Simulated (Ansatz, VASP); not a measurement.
# Rb in VASP and in Ansatz

Contents of INCAR:

```
PREC     = Accurate       # precision mode
ENCUT    = 520            # plane-wave cutoff, eV
EDIFF    = 1E-6           # SCF threshold, eV
ISMEAR   = -1             # smearing method
SIGMA    = 0.1            # smearing width, eV
LREAL    = False          # projectors in reciprocal space
LASPH    = True           # aspherical terms in the spheres
NELM     = 60             # most SCF steps
ALGO     = Normal         # electronic algorithm
ISIF     = 2              # what is computed and relaxed
LWAVE    = False          # write WAVECAR
LCHARG   = False          # write CHGCAR
GGA      = B5             # functional
ALDAX    = 1.0          
AGGAX    = 1.0          
AGGAC    = 1.0          
ALDAC    = 0.0          
NBANDS   = 16             # bands
```

File KPOINTS:

```
Automatic mesh
0
Gamma
  6 6 6
```

The input POSCAR:

```
Rb
1.0
    0.0000000000      5.5190215757      5.5190215757
    5.5190215757      0.0000000000      5.5190215757
    5.5190215757      5.5190215757      0.0000000000
Rb
2
Direct
    0.1250000000      0.1250000000      0.1250000000
    0.8750000000      0.8750000000      0.8750000000
```

Input for Ansatz:

```yaml
crystal:
  lattice:
    - [0.0, 5.5190215757, 5.5190215757]
    - [5.5190215757, 0.0, 5.5190215757]
    - [5.5190215757, 5.5190215757, 0.0]
  atoms:
    - { symbol: Rb, position: [0.125, 0.125, 0.125] }
    - { symbol: Rb, position: [0.875, 0.875, 0.875] }
hamiltonian:
  xc: blyp
  pseudopotentials:
    kind: paw
    azcp:
      Rb: "pseudopotentials/Rb.paw.azcp"
basis:
  ecutwfc: 420
  fft_grid_basis: typed
kpoints:
  mp_grid: { grid: [6, 6, 6], shift: [0, 0, 0] }
magnetization:
  spin_polarized: false
scf:
  occupations: { method: fermi_dirac, width: 0.1 }
  lower_state_search: "off"
output:
  stress: true
```

Alike in both runs: task single point; functional BLYP; k mesh 6 × 6 × 6; occupations fermi-dirac, width 0.1 eV; no spin polarisation.

```csv
,VASP,Ansatz
version,VASP 6.6.1,Ansatz 0.2.0
potentials or method,"VASP PAW PBE potentials, release 64 (Rb_sv), cutoff 520 eV","plane waves (420 eV) with PAW, scalar-relativistic"
valence electrons in the cell,18,18
```

|  | VASP | Ansatz | Ansatz less VASP |
| --- | --- | --- | --- |
| pressure (GPa) | 0.0 | 0.0 | 0.00 |

VASP's potentials were made for PBE, not for BLYP.
